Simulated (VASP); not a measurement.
Set up this calculation in VASP 6.6.1, as the native input.

```
Task                   : single point
Functional             : PBEsol
Potentials or basis    : VASP PAW PBE potentials, release 64 (Al, As)
Cutoff                 : 400 eV
k mesh                 : 5 × 4 × 1
Occupations            : gaussian, width 0.05 eV
Spin                   : no spin polarisation
Dipole correction      : yes
Further INCAR settings : ALGO = Normal; EDIFF = 1e-06; NBANDS = 48; NELMDL = -8
```

The structure of Al9As8 lies in POSCAR:

```
Al9As8
1.0
    5.6745964837      0.0000000000      0.0000000000
   -2.8372982419      6.3443917412      0.0000000000
    0.0000000000      0.0000000000     25.1510267860
Al As
9 8
Direct
    0.8651893239      0.4571664300      0.3313479565
    0.3728693715      0.7967980534      0.3504905313
    0.0733641847      0.1826315281      0.3937089520
    0.7686295937      0.5976962644      0.4514532249
    0.4922572078      0.0002400576      0.5000662675
    0.1708126599      0.4028198127      0.5484978699
    0.8895019109      0.8176039505      0.6064088452
    0.5741387271      0.2038451507      0.6496232412
    0.4057599161      0.5426958107      0.6687412662
    0.7870743783      0.0843583460      0.3153254557
    0.4864893727      0.4965802775      0.3716724648
    0.1750258750      0.8941621457      0.4272766905
    0.8856011879      0.2997499179      0.4708800173
    0.5855943911      0.7000868279      0.5290114079
    0.2796282172      0.1055506859      0.5726985238
   -0.0116337062      0.5029483891      0.6281492649
    0.6996973884      0.9150663518      0.6846480204
```

One way to write it, as run:

INCAR

```
SYSTEM = Al9As8
PREC = Accurate
ENCUT = 400
EDIFF = 1E-6
ISMEAR = 0
SIGMA = 0.05
LREAL = .False.
LASPH = .True.
NELM = 120
ALGO = Normal
ISIF = 2
LWAVE = .False.
LCHARG = .True.
LDIPOL = .True.
IDIPOL = 3
DIPOL = 0.5 0.5 0.500
GGA = PS
LELF = .True.
LVHAR = .True.
LVACPOTAV = .True.
NBANDS = 48
GGA_COMPAT = .False.
NELMDL = -8
```

KPOINTS

```
Automatic mesh
0
Gamma
  5 4 1
  0 0 0
```

Potentials or basis: VASP PAW PBE potentials, release 64 (Al, As).

Launch:

```bash
$ cat potpaw_PBE.64/Al/POTCAR potpaw_PBE.64/As/POTCAR > POTCAR
$ mpirun -np 1 vasp_std > vasp.out
```

It gave:

```json
{"Largest force": "0.035 eV/Å", "Band gap on the k mesh": "zero (an odd number of electrons rules out a gap without spin polarisation)"}
```

Caveat: the PAW data sets were made with another functional, which shifts forces and pressure a little.

It took 12 min on 1 thread of Intel(R) Xeon(R) Platinum 8488C (Sapphire Rapids), with other jobs on the host, peak memory 0.79 GiB.
